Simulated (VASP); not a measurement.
Set up this calculation in VASP 6.6.1, as the native input.

* Task: single point
* Functional: PBE
* Potentials or basis: VASP PAW PBE potentials, release 64 (B, N)
* Cutoff: 520 eV
* k mesh: 6 × 6 × 6
* Occupations: gaussian, width 0.01 eV
* Spin: no spin polarisation
* Dipole correction: no
* Further INCAR settings: ALGO = Normal; EDIFF = 1e-06; NBANDS = 11

The structure of BN (Qingsongite) lies in POSCAR:

```
BN
1.0
    0.0000000000      1.8075000000      1.8075000000
    1.8075000000      0.0000000000      1.8075000000
    1.8075000000      1.8075000000      0.0000000000
B N
1 1
Direct
    0.0000000000      0.0000000000      0.0000000000
    0.2500000000      0.2500000000      0.2500000000
```

The input as run:

INCAR

```
SYSTEM = BN
PREC = Accurate
ENCUT = 520
EDIFF = 1E-6
ISMEAR = 0
SIGMA = 0.01
LREAL = .False.
LASPH = .True.
NELM = 100
ALGO = Normal
ISIF = 2
LWAVE = .False.
LCHARG = .False.
GGA = PE
NBANDS = 11
```

KPOINTS

```
Automatic mesh
0
Gamma
  6 6 6
  0 0 0
```

Potentials or basis: VASP PAW PBE potentials, release 64 (B, N).

Launch:

```sh
$ cat potpaw_PBE.64/B/POTCAR potpaw_PBE.64/N/POTCAR > POTCAR
$ mpirun -np 1 vasp_std > vasp.out
```

Results of the run:

The pressure is 3.3 GPa and the band gap on the k mesh is 4.46 eV, indirect (least direct gap 8.82 eV).

Caveat: the k points lie up to 0.50 Å⁻¹ apart.

Wall time 3.5 s on 1 thread of Intel Xeon 8259CL, with other jobs on the host, peak memory 0.12 GiB.
